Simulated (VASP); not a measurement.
A run of VASP 6.6.1:

INCAR

```
SYSTEM = AlN
PREC = Accurate
ENCUT = 600
EDIFF = 1E-6
ISMEAR = 0
SIGMA = 0.01
LREAL = .False.
LASPH = .True.
NELM = 120
ALGO = Normal
ISIF = 2
LWAVE = .False.
LCHARG = .False.
GGA = PE
NBANDS = 11
GGA_COMPAT = .False.
```

Contents of KPOINTS:

```
Automatic mesh
0
Gamma
  8 8 8
  0 0 0
```

POSCAR

```
AlN
1.0
    0.0000000000      1.9690000000      1.9690000000
    1.9690000000      0.0000000000      1.9690000000
    1.9690000000      1.9690000000      0.0000000000
Al N
1 1
Direct
    0.0000000000      0.0000000000      0.0000000000
    0.5000000000      0.5000000000      0.5000000000
```

Potentials or basis: VASP PAW PBE potentials, release 64 (Al, N).

Command:

```sh
$ cat potpaw_PBE.64/Al/POTCAR potpaw_PBE.64/N/POTCAR > POTCAR
$ mpirun -np 1 vasp_std > vasp.out
```

Hardware: 1 thread of AMD EPYC 7R13, with other jobs on the host.

Q: Estimate the wall time of this run.

A: Run time: 16 s on 1 thread of AMD EPYC 7R13 (shared host), peak memory 0.1 GiB. Counts: scf iterations 12, k points 29.
